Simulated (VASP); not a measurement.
Wanted: the native input for a VASP 6.6.1 run.

| Property | Result |
| --- | --- |
| Task | single point |
| Functional | PBEsol |
| Potentials or basis | VASP PAW PBE potentials, release 64 (In_d) |
| Cutoff | 520 eV |
| k mesh | 10 × 10 × 10 |
| Occupations | fermi-dirac, width 0.08 eV |
| Spin | no spin polarisation |
| Dipole correction | no |
| Further INCAR settings | ALGO = Normal; EDIFF = 1e-06; NBANDS = 20 |

The structure of In lies in POSCAR:

```
In
1.0
    0.0000000000      3.2830343506      3.2830343506
    3.2830343506      0.0000000000      3.2830343506
    3.2830343506      3.2830343506      0.0000000000
In
2
Direct
   -0.1250000000     -0.1250000000     -0.1250000000
    0.1250000000      0.1250000000      0.1250000000
```

This isn't the form of In at room conditions, which is tetragonal.

These files were run (other wordings do the same):

INCAR

```
SYSTEM = In
PREC = Accurate ; ENCUT = 520
EDIFF = 1E-6 ; ISMEAR = -1
SIGMA = 0.08 ; LREAL = .FALSE.
LASPH = .TRUE. ; NELM = 100
ALGO = Normal ; ISIF = 2
LWAVE = .FALSE. ; LCHARG = .FALSE.
GGA = PS ; NBANDS = 20
```

KPOINTS

```
regular mesh
0
G
  10 10 10
  0 0 0
```

Potentials or basis: VASP PAW PBE potentials, release 64 (In_d).

Run with:

```console
$ cat potpaw_PBE.64/In_d/POTCAR > POTCAR
$ mpirun -np 1 vasp_std > vasp.out
```

Results of the run:

| Quantity | Value |
| --- | --- |
| Pressure | 0.0 GPa |
| Band gap on the k mesh | zero (bands 13 and 14 overlap by 3.59 eV) |

Caveat: the PAW data sets were made with another functional, which shifts forces and pressure a little; spin-orbit coupling is left out, which moves the levels of the heavy elements.

Wall time 71 s on 1 thread of AMD EPYC 7R13 (shared host), peak memory 0.19 GiB.
